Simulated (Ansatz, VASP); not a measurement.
# K: VASP beside Ansatz

```
K
1.0
    -2.61250    2.61250    2.61250
     2.61250   -2.61250    2.61250
     2.61250    2.61250   -2.61250
K
1
Direct
  0.00000 0.00000 0.00000
```

Alike in both runs: task relaxation of cell and atoms; functional PBE; k mesh 12 × 12 × 12; occupations gaussian, width 0.1 eV; no spin polarisation.

|  | VASP | Ansatz |
| --- | --- | --- |
| version | VASP 6.6.1 | Ansatz 0.2.0 |
| potentials or method | VASP PAW PBE potentials, release 64 (K_sv), cutoff 600 eV | scalar-relativistic, plane waves, PAW |
| valence electrons in the cell | 9 | 9 |

|  | VASP | Ansatz | Ansatz less VASP |
| --- | --- | --- | --- |
| gap on the k mesh at the Fermi level, each at its own relaxed structure (eV) | none | none | - |
| relaxed volume (Å³/atom) | 73.48 | 73.68 | +0.200 |
| relaxed cell length with the largest relative difference (Å) | 4.570 | 4.574 | +0.0041 |

A gap of «none» marks a metal or a gap that the smearing closes.
